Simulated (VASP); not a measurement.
The system is CoO.

```
CELL_PARAMETERS angstrom
1.42815 2.47363 0.00000
-4.28445 2.47363 0.00000
0.00000 0.00000 2.78761
ATOMIC_POSITIONS crystal
Co 0.00000 0.00000 0.00000
Co 0.50000 0.50000 0.00000
O 0.50000 0.83333 0.50000
O 0.00000 0.33333 0.50000
```

Base run:

```yaml
Program: VASP 6.6.1
Functional: PBE
Potentials_or_basis: VASP PAW PBE potentials, release 64 (Co, O)
Cutoff: 520 eV
k_mesh: 7 × 4 × 7
Occupations: gaussian, width 0.05 eV
Spin: collinear spin, antiferromagnetic start
Starting_moments: "[2.0, -2.0, 0.0, 0.0] μB"
```

Its results: band gap on the k mesh zero (filled and empty bands overlap); pressure -8.6 GPa; net moment 0.00 μB per cell; site moments Co +2.35, -2.35; O +0.13, -0.13 μB; largest force 0.050 eV/Å.

The run is repeated on the same cell with these changes: further incar settings from ALGO = Normal; EDIFF = 1e-06; NBANDS = 27 to ALGO = Normal; EDIFF = 1e-07; NBANDS = 27; hubbard terms from none to Co d U = 4.0 eV. What comes out?

Band gap on the k mesh 1.40 eV; pressure -0.6 GPa; net moment 0.00 μB per cell; site moments Co +2.68, -2.68; O +0.08, -0.08 μB; largest force 0.201 eV/Å.

Caveats: the cell stands under tension (at least some runs); semilocal functionals often make such compounds metallic where correlation or magnetic order opens a gap, which also shifts bond lengths (at least some runs); an odd mesh through Γ misses points on the zone boundary, where band edges can lie (at least some runs).
